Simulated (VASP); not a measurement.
CsPbCl3: single point with PBE

CsPbCl3:

```xyz
5
Lattice="5.7921 0.0000 0.0000 0.0000 5.7921 0.0000 0.0000 0.0000 5.7921" Properties=species:S:1:pos:R:3 pbc="T T T"
Cs    0.0000    0.0000    0.0000
Pb    2.8960    2.8960    2.8960
Cl    2.8960    2.8960    0.0000
Cl    0.0000    2.8960    2.8960
Cl    2.8960    0.0000    2.8960
```

```json
{
 "Program": "VASP 6.6.1",
 "Task": "single point",
 "Functional": "PBE",
 "Potentials or basis": "VASP PAW PBE potentials, release 64 (Cs_sv, Pb_d, Cl)",
 "Cutoff": "500 eV",
 "k mesh": "6 × 6 × 6",
 "Occupations": "gaussian, width 0.02 eV",
 "Spin": "no spin polarisation"
}
```

```json
{
 "Pressure": "-0.7 GPa",
 "Band gap on the k mesh": "2.32 eV"
}
```

Levels at points of the mesh, in eV from the valence-band top:
```tsv
k point	band 19	band 20	band 21	band 22	band 23	band 24	band 25	band 26
(0.00, 0.00, 0.00)	-1.91	-1.84	-1.84	-1.84	3.80	4.93	4.93	5.80
(0.50, 0.00, 0.00)	-2.00	-1.92	-1.92	-1.33	3.19	5.10	5.41	5.41
(0.50, 0.50, 0.00)	-2.07	-2.07	-1.57	-0.65	2.79	2.79	5.07	5.84
(0.50, 0.50, 0.50)	-1.56	-1.56	-1.56	0.00	2.32	2.32	2.32	5.56
```

It took 49 s on 1 thread of Intel(R) Xeon(R) 6975P-C (Granite Rapids), on a shared host, peak memory 0.31 GiB.

Caveat: spin-orbit coupling is left out, which moves the levels of the heavy elements. A k mesh can miss the band edges.
